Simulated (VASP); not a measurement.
# Li2YAl3 (P6/mmm) in VASP: further runs

Runs on Li2YAl3. Level: PBE. Tasks: single point.

Everything below comes from runs of VASP 6.6.1. Logs are shortened: lines on timing, memory, paths and dates and some standing lists are left out, and cuts for length are marked.

## Step 1: The cell of the first run

Symmetry: P6/mmm, No. 191, hexagonal system. The conventional cell has a = 4.745 Å, b = 4.745 Å, c = 5.831 Å, α = 90.00°, β = 90.00°, γ = 120.00°. Within 3.6 Å of Li (site symmetry -6m2) lie 3 Li at 2.74 Å and 5 Al at 2.74 to 2.92 Å. Y (site symmetry 6/mmm) has 8 Al at 2.74 to 2.92 Å within 3.6 Å. Al (site symmetry -6m2) has 3 Al at 2.74 Å and 3 Y at 2.74 Å and 2 Li at 2.92 Å within 3.6 Å. Within 3.6 Å of Al (site symmetry 6/mmm) lie 6 Li at 2.74 Å and 2 Y at 2.92 Å.

## Step 2: Single point, PBE

INCAR reads:

```
SYSTEM = Li2YAl3
  PREC = Accurate
  ENCUT = 520
  EDIFF = 1E-6
  ISMEAR = 0
  SIGMA = 0.1
  LREAL = .False.
  LASPH = .True.
  NELM = 60
  ALGO = Normal
  ISIF = 2
  LWAVE = .False.
  LCHARG = .True.
  GGA = PE
  LELF = .True.
  LVHAR = .True.
  NBANDS = 22
```

KPOINTS reads:

```
regular mesh
0
Gamma
  6 6 4
  0 0 0
```

POSCAR reads:

```
Li2YAl3
1.0
    4.7454700500      0.0000000000      0.0000000000
   -2.3727350200      4.1096976100      0.0000000000
    0.0000000000      0.0000000000      5.8312332100
Li Y Al
2 1 3
Direct
    0.3333333300      0.6666666700      0.0000000000
    0.6666666700      0.3333333300      0.0000000000
    0.0000000000      0.0000000000      0.5000000000
    0.3333333300      0.6666666700      0.5000000000
    0.6666666700      0.3333333300      0.5000000000
    0.0000000000      0.0000000000      0.0000000000
```

Potentials or basis: VASP PAW PBE potentials, release 64 (Li_sv, Y_sv, Al).

Launch:

```console
> cat potpaw_PBE.64/Li_sv/POTCAR potpaw_PBE.64/Y_sv/POTCAR potpaw_PBE.64/Al/POTCAR > POTCAR
> mpirun -np 1 vasp_std > vasp.out
```

OUTCAR:

```text
SYSTEM = Li2YAl3
   PREC = Accurate
   ENCUT = 520
   EDIFF = 1E-6
   ISMEAR = 0
   LREAL = .False.
   LASPH = .True.
   NELM = 60
   ISIF = 2
   GGA = PE

 ion  position               nearest neighbor table
   1  0.333  0.667  0.000-   6 2.74   6 2.74   6 2.74   4 2.92   4 2.92
   2  0.667  0.333  0.000-   6 2.74   6 2.74   6 2.74   5 2.92   5 2.92
   3  0.000  0.000  0.500-   4 2.74   5 2.74   4 2.74   5 2.74   5 2.74   4 2.74   6 2.92   6 2.92

   4  0.333  0.667  0.500-   5 2.74   3 2.74   5 2.74   3 2.74   3 2.74   5 2.74   1 2.92   1 2.92

   5  0.667  0.333  0.500-   4 2.74   3 2.74   4 2.74   3 2.74   3 2.74   4 2.74   2 2.92   2 2.92

   6  0.000  0.000  0.000-   1 2.74   2 2.74   1 2.74   2 2.74   2 2.74   1 2.74   3 2.92   3 2.92

  LATTYP: Found a hexagonal cell.
 ALAT       =     4.7454700500
 C/A-ratio  =     1.2287999184

  Lattice vectors:

 A1 = (   4.7454700500,   0.0000000000,   0.0000000000)
 A2 = (  -2.3727350200,   4.1096976100,   0.0000000000)
 A3 = (   0.0000000000,   0.0000000000,   5.8312332100)

Analysis of symmetry for initial positions (statically):
=====================================================================
 Subroutine PRICEL returns:
 Original cell was already a primitive cell.

 Routine SETGRP: Setting up the symmetry group for a
 hexagonal supercell.

 Subroutine GETGRP returns: Found 24 space group operations
 (whereof 24 operations were pure point group operations)
 out of a pool of 24 trial point group operations.

The static configuration has the point symmetry D_6h.

Analysis of symmetry for dynamics (positions and initial velocities):
=====================================================================
 Subroutine PRICEL returns:
 Original cell was already a primitive cell.

 Routine SETGRP: Setting up the symmetry group for a
 hexagonal supercell.

 Subroutine GETGRP returns: Found 24 space group operations
 (whereof 24 operations were pure point group operations)
 out of a pool of 24 trial point group operations.

The dynamic configuration has the point symmetry D_6h.

 Subroutine INISYM returns: Found 24 space group operations
 (whereof 24 operations are pure point group operations),
 and found     1 'primitive' translations

----------------------------------------------------------------------------------------

                                     Primitive cell

  volume of cell :     113.7233

  direct lattice vectors                    reciprocal lattice vectors
     4.745470050  0.000000000  0.000000000     0.210727281  0.121663452  0.000000000
    -2.372735020  4.109697610  0.000000000     0.000000000  0.243326905  0.000000000
     0.000000000  0.000000000  5.831233210     0.000000000  0.000000000  0.171490312

  length of vectors
     4.745470050  4.745470042  5.831233210     0.243326905  0.243326905  0.171490312

  position of ions in fractional coordinates (direct lattice)
     0.333333330  0.666666670  0.000000000
     0.666666670  0.333333330  0.000000000
     0.000000000  0.000000000  0.500000000
     0.333333330  0.666666670  0.500000000
     0.666666670  0.333333330  0.500000000
     0.000000000  0.000000000  0.000000000

  ion indices of the primitive-cell ions
   primitive index   ion index
                 1           1
                 2           2
                 3           3
                 4           4
                 5           5
                 6           6

----------------------------------------------------------------------------------------

 KPOINTS: regular mesh

Automatic generation of k-mesh.
 Grid dimensions read from file:
 generate k-points for:    6    6    4

 Generating k-lattice:

  Cartesian coordinates                     Fractional coordinates (reciprocal lattice)
     0.035121213  0.020277242  0.000000000     0.166666667  0.000000000  0.000000000
     0.000000000  0.040554484  0.000000000     0.000000000  0.166666667  0.000000000
     0.000000000  0.000000000  0.042872578     0.000000000  0.000000000  0.250000000

  Length of vectors
     0.040554484  0.040554484  0.042872578

  Shift w.r.t. Gamma in fractional coordinates (k-lattice)
     0.000000000  0.000000000  0.000000000

 Subroutine IBZKPT returns following result:
 ===========================================

 Found     21 irreducible k-points:

 Following reciprocal coordinates:
            Coordinates               Weight
  0.000000  0.000000  0.000000      1.000000
  0.166667  0.000000  0.000000      6.000000
  0.333333 -0.000000  0.000000      6.000000
  0.500000 -0.000000  0.000000      3.000000
  0.166667  0.166667  0.000000      6.000000
  0.333333  0.166667  0.000000     12.000000
[... 13 lines left out ...]
  0.333333  0.166667  0.500000     12.000000
  0.333333  0.333333  0.500000      2.000000
   k-points           NKPTS =     21   k-points in BZ     NKDIM =     21   number of bands    NBANDS=     22
   number of dos      NEDOS =    301   number of ions     NIONS =      6
   total plane-waves  NPLWV =  62208
   dimension x,y,z NGX =    36 NGY =   36 NGZ =   48
   dimension x,y,z NGXF=    72 NGYF=   72 NGZF=   96
   ions per type =               2   1   3
   NGX,Y,Z   is equivalent  to a cutoff of  12.61, 12.61, 13.68 a.u.
   NGXF,Y,Z  is equivalent  to a cutoff of  25.22, 25.22, 27.37 a.u.
 SYSTEM =  Li2YAl3
   PREC   = accura    normal or accurate (medium, high low for compatibility)
   ISTART =      0    job   : 0-new  1-cont  2-samecut
   ICHARG =      2    charge: 1-file 2-atom 10-const
   ISPIN  =      1    spin polarized calculation?
   LNONCOLLINEAR =      F non collinear calculations
   LSORBIT =      F    spin-orbit coupling
   LASPH  =      T    aspherical Exc in radial PAW
   ENCUT  =  520.0 eV  38.22 Ry    6.18 a.u.   8.82  8.82 10.84*2*pi/ulx,y,z
   NELM   =     60;   NELMIN=  2; NELMDL= -5     # of ELM steps
   EDIFF  = 0.1E-05   stopping-criterion for ELM
   LREAL  =      F    real-space projection
[... 7 lines left out ...]
   TEBEG  =    0.0;   TEEND  =   0.0 temperature during run
   PSTRESS=    0.0 pullay stress
   NELECT =      26.0000    total number of electrons
   NUPDOWN=      -1.0000    fix difference up-down
   EMIN   =  10.00;   EMAX   =-10.00  energy-range for DOS
   EFERMI =   0.00;   METHOD = LEGACY
   ISMEAR =     0;   SIGMA  =   0.10  broadening in eV -4-tet -1-fermi 0-gaus
   EFERMI_NEDOS =   21; number of points for ismear=-14 and -15
   IALGO  =     38    algorithm
   IMIX   =      4    mixing-type and parameters
     AMIX     =   0.40;   BMIX     =  1.00
     AMIX_MAG =   1.60;   BMIX_MAG =  1.00
  volume/ion in A,a.u.               =      18.95       127.91
  Fermi-wavevector in a.u.,A,eV,Ry     =   1.001035  1.891683 13.634016  1.002072
  Thomas-Fermi vector in A             =   2.133431
   LORBIT       =      0    0 simple, 1 ext, 2 COOP (PROOUT), +10 PAW based schemes
   GGA     = PE    functional components
   LHFCALC =     F    Hartree Fock is set to
   AEXX    =    0.0000 exact exchange contribution
   IVDW    =     0    specifies the selected vdW correction
   LEPSILON=     F    determine dielectric tensor
   LRPA    =     F    only Hartree local field effects (RPA)
 non-spin polarized calculation
 Gauss-broadening in eV      SIGMA  =   0.10
  energy-cutoff  :      520.00
  volume of cell :      113.72
 maximum number of plane-waves:      3106
 NGX is ok and might be reduce to    36
   NGX = 17   NGY = 17   NGZ = 21

 number of electron      26.0000005 magnetization

 Free energy of the ion-electron system (eV)
  ---------------------------------------------------
  ext. energy  EPLUGINS =         0.00000000
  ---------------------------------------------------
  free energy    TOTEN  =       -20.26207459 eV

  energy without entropy =      -20.24482920  energy(sigma->0) =      -20.25345190

 E-fermi :   4.4697     XC(G=0):  -9.2588

 val. band max:        4.4671563235   @ k =   0.1667   0.1667   0.0000
 cond. band min:       4.4721763165   @ k =   0.1667   0.0000   0.2500
 fundamental gap:      0.0050199930
 Fermi energy:         4.4697292077

 k-point     1 :       0.0000    0.0000    0.0000
  band No.  band energies     occupation
      1     -41.7098      2.00000
      2     -41.6791      2.00000
      3     -37.5485      2.00000
      4     -17.8414      2.00000
      5     -17.8414      2.00000
      6     -17.5443      2.00000
[... 14 lines left out ...]
     21       8.3867      0.00000
     22       8.7928      0.00000

 k-point     2 :       0.1667    0.0000    0.0000
  band No.  band energies     occupation
      1     -41.7079      2.00000
      2     -41.6809      2.00000
      3     -37.5481      2.00000
      4     -17.8560      2.00000
      5     -17.8444      2.00000
      6     -17.5431      2.00000
[... 14 lines left out ...]
     21       8.6428      0.00000
     22       8.7077      0.00000

 k-point     3 :       0.3333   -0.0000    0.0000
  band No.  band energies     occupation
      1     -41.7033      2.00000
      2     -41.6856      2.00000
      3     -37.5472      2.00000
      4     -17.8851      2.00000
      5     -17.8505      2.00000
      6     -17.5407      2.00000
[... 14 lines left out ...]
     21       9.2312      0.00000
     22       9.3287      0.00000
[... 401 lines left out ...]
 k-point    20 :       0.3333    0.1667    0.5000
  band No.  band energies     occupation
      1     -41.6995      2.00000
      2     -41.6893      2.00000
      3     -37.5467      2.00000
      4     -17.8916      2.00000
      5     -17.8613      2.00000
      6     -17.5438      2.00000
[... 14 lines left out ...]
     21       8.8253      0.00000
     22      10.1053      0.00000

 k-point    21 :       0.3333    0.3333    0.5000
  band No.  band energies     occupation
      1     -41.6944      2.00000
      2     -41.6944      2.00000
      3     -37.5464      2.00000
      4     -17.8808      2.00000
      5     -17.8808      2.00000
      6     -17.5432      2.00000
[... 14 lines left out ...]
     21       8.6316      0.00000
     22       9.1976      0.00000

------------------------ aborting loop because EDIFF is reached ----------------------------------------

  FORCE on cell =-STRESS in cart. coord.  units (eV):
  Direction    XX          YY          ZZ          XY          YZ          ZX
  --------------------------------------------------------------------------------------
  -------------------------------------------------------------------------------------
  Total        8.7933851      8.7933850     -1.3546252      0.0000000     -0.0000000      0.0000000
  in kB      123.8845532    123.8845528    -19.0844745      0.0000002     -0.0000000      0.0000000
  external PRESSURE =      76.2282105 kB  Pullay stress =       0.0000000 kB

 VOLUME and BASIS-vectors are now :
 -----------------------------------------------------------------------------
  energy-cutoff  :      520.00
  volume of cell :      113.72
      direct lattice vectors                 reciprocal lattice vectors
     4.745470050  0.000000000  0.000000000     0.210727281  0.121663452  0.000000000
    -2.372735020  4.109697610  0.000000000     0.000000000  0.243326905  0.000000000
     0.000000000  0.000000000  5.831233210     0.000000000  0.000000000  0.171490312

 POSITION                                       TOTAL-FORCE (eV/Angst)
 -----------------------------------------------------------------------------------
     -0.00000      2.73980      0.00000        -0.000000      0.000000     -0.000000
      2.37274      1.36990      0.00000         0.000000     -0.000000     -0.000000
      0.00000      0.00000      2.91562         0.000000      0.000000     -0.000000
     -0.00000      2.73980      2.91562         0.000000      0.000000     -0.000000
      2.37274      1.36990      2.91562         0.000000     -0.000000      0.000000
      0.00000      0.00000      0.00000         0.000000      0.000000     -0.000000
 -----------------------------------------------------------------------------------
    total drift:                               -0.000000      0.000000      0.000000

  FREE ENERGIE OF THE ION-ELECTRON SYSTEM (eV)
  ---------------------------------------------------
  free  energy   TOTEN  =       -20.2620745931 eV

  energy  without entropy=      -20.2448292013  energy(sigma->0) =      -20.25345190
```

Run time: 39 s. Hardware: 1 thread of AMD EPYC 9R45 (Zen 5), shared host; peak memory 0.24 GiB.

What came out:

- Free energy: -20.2621 eV
- Band gap on the k mesh: zero (band 13 reaches 5.33 eV, above the bottom of band 14 at 3.81 eV)

Caveat: the cutoff is under 1.25 times the usual one of these potentials, so pressure, stress and relaxed cells hold a basis-set (Pulay) error.

## Step 3: Single point, PBE

This run uses another cell than the first one, of 21.61 Å³/atom, 1.140 times its volume.

INCAR reads:

```
ALGO     = Normal         # electronic algorithm
EDIFF    = 1E-6           # SCF threshold, eV
ENCUT    = 520            # plane-wave cutoff, eV
GGA      = PE             # functional
ISIF     = 2              # what is computed and relaxed
ISMEAR   = 0              # smearing method
LASPH    = True           # aspherical terms in the spheres
LCHARG   = False          # write CHGCAR
LREAL    = False          # projectors in reciprocal space
LWAVE    = False          # write WAVECAR
NBANDS   = 22             # bands
NELM     = 100            # most SCF steps
PREC     = Accurate       # precision mode
SIGMA    = 0.1            # smearing width, eV
```

KPOINTS reads:

```
k-points
0
Gamma
  6 6 4
```

POSCAR reads:

```
Li2YAl3
1.0
    5.0900360598     -0.0000000031      0.0000000000
   -2.5450180272      4.4081005355      0.0000000000
    0.0000000000      0.0000000000      5.7787304099
Li Y Al
2 1 3
Direct
    0.3333333333      0.6666666667      0.0000000000
    0.6666666667      0.3333333333      0.0000000000
    0.0000000000      0.0000000000      0.5000000000
    0.3333333333      0.6666666667      0.5000000000
    0.6666666667      0.3333333333      0.5000000000
    0.0000000000      0.0000000000      0.0000000000
```

Potentials or basis: VASP PAW PBE potentials, release 64 (Li_sv, Y_sv, Al).

Launch:

```console
> cat potpaw_PBE.64/Li_sv/POTCAR potpaw_PBE.64/Y_sv/POTCAR potpaw_PBE.64/Al/POTCAR > POTCAR
> mpirun -np 1 vasp_std > vasp.out
```

Run time: 37 s. Hardware: 1 thread of AMD EPYC 9R45 (Zen 5), shared host; peak memory 0.27 GiB.

It converged, with:

```yaml
Free_energy: -20.8664 eV
Band_gap_on_the_k_mesh: zero (band 13 reaches 4.10 eV, above the bottom of band 14 at 3.21 eV)
```

Levels at points of the mesh, in eV from the Fermi level:
| k point | band 10 | band 11 | band 12 | band 13 | band 14 | band 15 | band 16 | band 17 |
| --- | --- | --- | --- | --- | --- | --- | --- | --- |
| (0.00, 0.00, 0.00) | -2.18 | -2.18 | -0.70 | 0.52 | 0.52 | 1.66 | 1.66 | 2.57 |
| (0.50, 0.00, 0.00) | -1.76 | -1.63 | -0.43 | -0.39 | -0.28 | 0.90 | 1.11 | 1.12 |
| (0.00, 0.00, 0.50) | -2.06 | -0.76 | -0.76 | 0.05 | 0.05 | 0.37 | 2.08 | 2.08 |
| (0.50, 0.00, 0.50) | -2.93 | -1.23 | -1.17 | -0.95 | 0.10 | 0.63 | 0.95 | 2.82 |

Caveat: the cutoff is under 1.25 times the usual one of these potentials, so pressure, stress and relaxed cells hold a basis-set (Pulay) error.
